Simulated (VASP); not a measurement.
# BN (Cmcm) in VASP: a series of runs, part 2 of 2

VASP 6.6.1.

## 4. Single point, LDA (normal strain along x -0.1100, normal strain along z -0.0367)

File INCAR:

```
PREC     = Accurate       # precision mode
ENCUT    = 520            # plane-wave cutoff, eV
EDIFF    = 1E-7           # SCF threshold, eV
ISMEAR   = 0              # smearing method
SIGMA    = 0.05           # smearing width, eV
LREAL    = False          # projectors in reciprocal space
LASPH    = True           # aspherical terms in the spheres
NELM     = 100            # most SCF steps
ALGO     = Normal         # electronic algorithm
ISIF     = 2              # what is computed and relaxed
LWAVE    = False          # write WAVECAR
LCHARG   = False          # write CHGCAR
GGA      = CA             # functional
NBANDS   = 16             # bands
```

File KPOINTS:

```
Automatic mesh
0
Gamma
  12 12 4
```

File POSCAR:

```
BN
1.0
    2.2146330265      0.0000000000      0.0000000000
   -1.1073165133      2.1549757989      0.0000000000
    0.0000000000      0.0000000000      6.2568950294
B N
2 2
Direct
    0.3213485095      0.6426970190      0.2500000000
    0.6786514905      0.3573029810      0.7500000000
    0.3564246318      0.7128492635      0.7500000000
    0.6435753682      0.2871507365      0.2500000000
```

Potentials or basis: VASP PAW LDA potentials, release 64 (B, N).

Command:

```console
> cat potpaw_LDA.64/B/POTCAR potpaw_LDA.64/N/POTCAR > POTCAR
> mpirun -np 1 vasp_std > vasp.out
```

OUTCAR:

```text
PREC = Accurate
   ENCUT = 520
   EDIFF = 1E-7
   ISMEAR = 0
   LREAL = False
   LASPH = True
   NELM = 100
   ISIF = 2
   GGA = CA

 ion  position               nearest neighbor table
   1  0.321  0.643  0.250-   4 1.35   4 1.35   4 1.39
   2  0.679  0.357  0.750-   3 1.35   3 1.35   3 1.39
   3  0.356  0.713  0.750-   2 1.35   2 1.35   2 1.39
   4  0.644  0.287  0.250-   1 1.35   1 1.35   1 1.39

  LATTYP: Found a base centered orthorhombic cell.
 ALAT       =     2.2146330265
 B/A-ratio  =     1.9461245029
 C/A-ratio  =     2.8252513868

  Lattice vectors:

 A1 = (   1.1073165133,  -2.1549757989,   0.0000000000)
 A2 = (   1.1073165132,   2.1549757989,   0.0000000000)
 A3 = (   0.0000000000,   0.0000000000,   6.2568950294)

Analysis of symmetry for initial positions (statically):
=====================================================================
 Subroutine PRICEL returns:
 Original cell was already a primitive cell.

 Routine SETGRP: Setting up the symmetry group for a
 base centered orthorhombic supercell.

[... 168 lines left out ...]
  free energy    TOTEN  =       -37.08310371 eV

  energy without entropy =      -37.08310371  energy(sigma->0) =      -37.08310371

 E-fermi :   4.1272     XC(G=0): -11.3283

 val. band max:        3.8902643618   @ k =   0.4167   0.2500   0.0000
 cond. band min:       7.3015069133   @ k =   0.0000   0.5000   0.0000
 fundamental gap:      3.4112425516
 Fermi energy:         4.1271979121

 k-point     1 :       0.0000    0.0000    0.0000
  band No.  band energies     occupation
      1     -15.2661      2.00000
      2     -14.8082      2.00000
      3      -4.0474      2.00000
      4      -1.2921      2.00000
      5       1.3757      2.00000
      6       1.4415      2.00000
[... 433 lines left out ...]
      3      -5.6137      2.00000
      4      -5.4999      2.00000
      5      -2.6671      2.00000
      6      -2.5877      2.00000
[... 8 lines left out ...]
     15      19.4702      0.00000
     16      22.3277      0.00000

 [... further k-points ...]
[... 5 lines left out ...]
  --------------------------------------------------------------------------------------
  -------------------------------------------------------------------------------------
  Total       26.1284741      7.0882163      0.2525231     -0.0000000     -0.0000000      0.0000000
  in kB     1401.9147058    380.3159219     13.5490445     -0.0000000     -0.0000000      0.0000000
  external PRESSURE =     598.5932241 kB  Pullay stress =       0.0000000 kB

 VOLUME and BASIS-vectors are now :
 -----------------------------------------------------------------------------
  energy-cutoff  :      520.00
  volume of cell :       29.86
      direct lattice vectors                 reciprocal lattice vectors
     2.214633027  0.000000000  0.000000000     0.451542079  0.232021167  0.000000000
    -1.107316513  2.154975799  0.000000000     0.000000000  0.464042334  0.000000000
     0.000000000  0.000000000  6.256895029     0.000000000  0.000000000  0.159823682

 POSITION                                       TOTAL-FORCE (eV/Angst)
 -----------------------------------------------------------------------------------
     -0.00000      1.38500      1.56422        -0.000000      0.011545      0.000000
      1.10732      0.76998      4.69267         0.000000     -0.011545      0.000000
      0.00000      1.53617      4.69267        -0.000000      0.010881      0.000000
      1.10732      0.61880      1.56422         0.000000     -0.010881     -0.000000
 -----------------------------------------------------------------------------------
    total drift:                               -0.000000      0.000000      0.000000

  FREE ENERGIE OF THE ION-ELECTRON SYSTEM (eV)
  ---------------------------------------------------
  free  energy   TOTEN  =       -37.0831037051 eV

  energy  without entropy=      -37.0831037051  energy(sigma->0) =      -37.08310371
```

OSZICAR:

```text
N       E                     dE             d eps       ncg     rms          rms(c)
DAV:   1     0.450752259645E+02    0.45075E+02   -0.83888E+03  4144   0.949E+02
DAV:   2    -0.401813837021E+02   -0.85257E+02   -0.78686E+02  5712   0.224E+02
DAV:   3    -0.427353325129E+02   -0.25539E+01   -0.25461E+01  5200   0.367E+01
DAV:   4    -0.427464672765E+02   -0.11135E-01   -0.11133E-01  5240   0.282E+00
DAV:   5    -0.427465536696E+02   -0.86393E-04   -0.86393E-04  5136   0.225E-01    0.129E+01
DAV:   6    -0.378669131828E+02    0.48796E+01   -0.65996E+00  4952   0.201E+01    0.579E+00
DAV:   7    -0.372217753561E+02    0.64514E+00   -0.88890E-01  5512   0.686E+00    0.335E+00
DAV:   8    -0.370871506487E+02    0.13462E+00   -0.28469E-01  5232   0.388E+00    0.462E-01
DAV:   9    -0.370831690639E+02    0.39816E-02   -0.16541E-02  4648   0.104E+00    0.234E-01
DAV:  10    -0.370830913560E+02    0.77708E-04   -0.70134E-04  5376   0.214E-01    0.316E-02
DAV:  11    -0.370831028745E+02   -0.11518E-04   -0.39053E-05  4752   0.490E-02    0.229E-02
DAV:  12    -0.370831037420E+02   -0.86745E-06   -0.77214E-06  4904   0.220E-02    0.289E-03
DAV:  13    -0.370831037051E+02    0.36856E-07   -0.57902E-07  5192   0.630E-03
   1 F= -.37083104E+02 E0= -.37083104E+02  d E =-.367586E-13
```

stdout:

```text
POSCAR found type information on POSCAR B N
 POSCAR found :  2 types and       4 ions
 scaLAPACK will be used
 LDA part: xc-table for (Slater(with rela. corr.)+CA(PZ))
 , standard interpolation
 POSCAR, INCAR and KPOINTS ok, starting setup
 FFT: planning ... GRIDC
 FFT: planning ... GRID_SOFT
 FFT: planning ... GRID
 WAVECAR not read
 entering main loop
```

Run time: 22 s. Hardware: 1 thread of AMD EPYC 9R45 (Zen 5), shared host; peak memory 0.13 GiB.

Results:

```
Free energy            : -37.0831 eV
Pressure               : 59.9 GPa
Largest force          : 0.012 eV/Å
Band gap on the k mesh : 3.41 eV, indirect (least direct gap 4.65 eV)
```

Forces in eV/Å, atoms in the order of the input:
```
B    0.000  0.012  0.000
B    0.000 -0.012  0.000
N    0.000  0.011  0.000
N    0.000 -0.011  0.000
```

Stress tensor (GPa, compression positive):
```
140.19   0.00   0.00
  0.00  38.03   0.00
  0.00   0.00   1.35
```

Levels at points of the mesh, in eV from the valence-band top:
| k point | band 6 | band 7 | band 8 | band 9 | band 10 | band 11 |
| --- | --- | --- | --- | --- | --- | --- |
| (0.00, 0.00, 0.00) | -2.45 | -0.05 | -0.01 | 4.87 | 11.10 | 11.19 |
| (0.50, 0.00, 0.00) | -5.35 | -1.76 | -0.38 | 4.27 | 6.31 | 10.14 |
| (0.00, 0.50, 0.00) | -2.72 | -2.70 | -1.51 | 3.41 | 5.00 | 11.16 |
| (0.00, 0.00, 0.50) | -2.48 | -0.03 | -0.03 | 7.80 | 7.80 | 11.66 |
| (0.50, 0.00, 0.50) | -5.40 | -1.05 | -1.05 | 4.99 | 4.99 | 10.48 |
| (0.00, 0.50, 0.50) | -2.76 | -2.03 | -2.03 | 3.77 | 3.77 | 13.33 |

Caveat: the cell differs from its parent crystal (normal strain along x -0.1100, normal strain along z -0.0367). A k mesh can miss the band edges.

## 5. Single point, LDA (normal strain along x +0.1100, normal strain along z -0.1100)

File INCAR:

```
SYSTEM = BN
  ALGO = Normal
  EDIFF = 1E-6
  ENCUT = 520
  GGA = CA
  ISIF = 2
  ISMEAR = 0
  LASPH = .True.
  LCHARG = .True.
  LELF = .True.
  LREAL = .False.
  LVHAR = .True.
  LWAVE = .False.
  NBANDS = 16
  NELM = 80
  PREC = Accurate
  SIGMA = 0.05
```

File KPOINTS:

```
k-points
0
Gamma
  12 12 4
  0 0 0
```

File POSCAR:

```
BN
1.0
    2.7620704039      0.0000000000      0.0000000000
   -1.3810352019      2.1549757989      0.0000000000
    0.0000000000      0.0000000000      5.7807916289
B N
2 2
Direct
    0.3545143601      0.7090287201      0.2500000000
    0.6454856399      0.2909712799      0.7500000000
    0.3083038138      0.6166076276      0.7500000000
    0.6916961862      0.3833923724      0.2500000000
```

Command:

```console
> cat potpaw_LDA.64/B/POTCAR potpaw_LDA.64/N/POTCAR > POTCAR
> mpirun -np 1 vasp_std > vasp.out
```

It took 26 s on 1 thread of Intel Xeon Platinum 8559C (Emerald Rapids), shared host; peak memory 0.17 GiB.

Results (log left out):

```yaml
Free_energy: -37.5784 eV
Pressure: -31.3 GPa
Largest_force: 0.019 eV/Å
Band_gap_on_the_k_mesh: 3.27 eV, indirect (least direct gap 3.28 eV)
```

Forces in eV/Å, atoms in the order of the input:
```
B    0.000 -0.019  0.000
B    0.000  0.019  0.000
N    0.000 -0.016  0.000
N    0.000  0.016  0.000
```

Stress tensor (GPa, compression positive):
```
-80.85   0.00   0.00
  0.00 -16.91   0.00
  0.00   0.00   3.94
```

Levels at points of the mesh, in eV from the valence-band top:
```csv
k point,band 6,band 7,band 8,band 9,band 10,band 11
"(0.00, 0.00, 0.00)",-2.06,-1.78,-1.63,5.24,8.22,8.89
"(0.50, 0.00, 0.00)",-3.75,-2.75,-0.86,3.43,5.38,8.68
"(0.00, 0.50, 0.00)",-5.16,-1.98,0.00,3.28,5.77,5.80
"(0.00, 0.00, 0.50)",-2.16,-1.70,-1.70,7.52,7.52,9.14
"(0.50, 0.00, 0.50)",-3.87,-1.57,-1.57,3.66,3.66,9.07
"(0.00, 0.50, 0.50)",-5.31,-0.87,-0.87,3.96,3.96,6.21
```

Caveat: the cell differs from its parent crystal (normal strain along x +0.1100, normal strain along z -0.1100). A k mesh can miss the band edges.

## 6. Single point, LDA (normal strain along x -0.1100, normal strain along z +0.1100)

File INCAR:

```
SYSTEM = BN
PREC = Accurate ; ENCUT = 520
EDIFF = 1E-6 ; ISMEAR = 0
SIGMA = 0.05 ; LREAL = .FALSE.
LASPH = .TRUE. ; NELM = 60
ALGO = Normal ; ISIF = 2
LWAVE = .FALSE. ; LCHARG = .TRUE.
GGA = CA ; LELF = .TRUE.
LVHAR = .TRUE. ; NBANDS = 16
```

File KPOINTS:

```
regular mesh
0
G
  12 12 4
  0 0 0
```

File POSCAR:

```
BN
1.0
    2.2146330265      0.0000000000      0.0000000000
   -1.1073165133      2.1549757989      0.0000000000
    0.0000000000      0.0000000000      7.2097513575
B N
2 2
Direct
    0.3218745678      0.6437491357      0.2500000000
    0.6781254322      0.3562508643      0.7500000000
    0.3558855742      0.7117711484      0.7500000000
    0.6441144258      0.2882288516      0.2500000000
```

Potentials or basis: VASP PAW LDA potentials, release 64 (B, N).

Command:

```console
> cat potpaw_LDA.64/B/POTCAR potpaw_LDA.64/N/POTCAR > POTCAR
> mpirun -np 1 vasp_std > vasp.out
```

OUTCAR:

```text
SYSTEM = BN
   PREC = Accurate
   ENCUT = 520
   EDIFF = 1E-6
   ISMEAR = 0
   LREAL = .FALSE.
   LASPH = .TRUE.
   NELM = 60
   ISIF = 2
   GGA = CA

 ion  position               nearest neighbor table
   1  0.322  0.644  0.250-   4 1.35   4 1.35   4 1.39
   2  0.678  0.356  0.750-   3 1.35   3 1.35   3 1.39
   3  0.356  0.712  0.750-   2 1.35   2 1.35   2 1.39
   4  0.644  0.288  0.250-   1 1.35   1 1.35   1 1.39

  LATTYP: Found a base centered orthorhombic cell.
 ALAT       =     2.2146330265
 B/A-ratio  =     1.9461245029
 C/A-ratio  =     3.2555061138

[... 648 lines left out ...]

 [... further k-points ...]
[... 5 lines left out ...]
  --------------------------------------------------------------------------------------
  -------------------------------------------------------------------------------------
  Total       26.1563053      7.0300922     -0.3658170     -0.0000000     -0.0000000      0.0000000
  in kB     1217.9305458    327.3460836    -17.0337381     -0.0000000     -0.0000000      0.0000000
  external PRESSURE =     509.4142971 kB  Pullay stress =       0.0000000 kB

 VOLUME and BASIS-vectors are now :
 -----------------------------------------------------------------------------
  energy-cutoff  :      520.00
  volume of cell :       34.41
      direct lattice vectors                 reciprocal lattice vectors
     2.214633027  0.000000000  0.000000000     0.451542079  0.232021167  0.000000000
    -1.107316513  2.154975799  0.000000000     0.000000000  0.464042334  0.000000000
     0.000000000  0.000000000  7.209751358     0.000000000  0.000000000  0.138701038

 POSITION                                       TOTAL-FORCE (eV/Angst)
 -----------------------------------------------------------------------------------
     -0.00000      1.38726      1.80244        -0.000000      0.009877     -0.000000
      1.10732      0.76771      5.40731         0.000000     -0.009877      0.000000
     -0.00000      1.53385      5.40731        -0.000000      0.010262      0.000000
      1.10732      0.62113      1.80244         0.000000     -0.010262      0.000000
 -----------------------------------------------------------------------------------
    total drift:                                0.000000     -0.000000      0.000000

  FREE ENERGIE OF THE ION-ELECTRON SYSTEM (eV)
  ---------------------------------------------------
  free  energy   TOTEN  =       -37.0668457893 eV

  energy  without entropy=      -37.0668457893  energy(sigma->0) =      -37.06684579
```

stdout:

```text
POSCAR found type information on POSCAR B N
 POSCAR found :  2 types and       4 ions
 scaLAPACK will be used
 LDA part: xc-table for (Slater(with rela. corr.)+CA(PZ))
 , standard interpolation
 POSCAR, INCAR and KPOINTS ok, starting setup
 FFT: planning ... GRIDC
 FFT: planning ... GRID_SOFT
 FFT: planning ... GRID
 WAVECAR not read
 entering main loop
```

Run time: 25 s. Hardware: 1 thread of Intel Xeon Platinum 8559C (Emerald Rapids), shared host; peak memory 0.16 GiB.

What came out:

```yaml
Free_energy: -37.0668 eV
Pressure: 50.9 GPa
Largest_force: 0.010 eV/Å
Band_gap_on_the_k_mesh: 3.57 eV, indirect (least direct gap 3.95 eV)
```

Forces on the atoms (eV/Å):
```
B    0.000  0.010  0.000
B    0.000 -0.010  0.000
N    0.000  0.010  0.000
N    0.000 -0.010  0.000
```

Levels at points of the mesh, in eV from the valence-band top:
```csv
k point,band 6,band 7,band 8,band 9,band 10,band 11
"(0.00, 0.00, 0.00)",-2.45,-0.01,0.00,3.95,8.77,11.06
"(0.50, 0.00, 0.00)",-5.36,-1.28,-0.68,4.66,5.74,10.09
"(0.00, 0.50, 0.00)",-2.72,-2.25,-1.70,3.57,4.46,10.76
"(0.00, 0.00, 0.50)",-2.46,0.00,0.00,5.96,5.96,11.56
"(0.50, 0.00, 0.50)",-5.37,-0.98,-0.98,5.10,5.10,10.44
"(0.00, 0.50, 0.50)",-2.73,-1.96,-1.96,3.87,3.87,12.29
```

Caveat: the cell differs from its parent crystal (normal strain along x -0.1100, normal strain along z +0.1100). A k mesh can miss the band edges.

## 7. Overview

```csv
cell,gap on the mesh (eV),pressure (GPa),largest force (eV/Å)
"a = 2.215, b = 2.423, c = 5.781 Å, angles 90.0, 90.0, 117.2°, 4 atoms",3.30,66.9,-
"a = 2.215, b = 2.423, c = 6.019 Å, angles 90.0, 90.0, 117.2°, 4 atoms",3.34,63.0,0.01
"a = 2.215, b = 2.423, c = 6.257 Å, angles 90.0, 90.0, 117.2°, 4 atoms",3.41,59.9,0.01
"a = 2.762, b = 2.560, c = 5.781 Å, angles 90.0, 90.0, 122.7°, 4 atoms",3.27,-31.3,0.02
"a = 2.215, b = 2.423, c = 7.210 Å, angles 90.0, 90.0, 117.2°, 4 atoms",3.57,50.9,0.01
```

Alike in all rows: task single point; level LDA; potentials or basis VASP PAW LDA potentials, release 64 (B, N); no spin polarisation; k mesh 12 × 12 × 4; cutoff (eV) 520; smearing gaussian 0.05 eV.

Absolute energies hang on the potentials; compare differences alone.
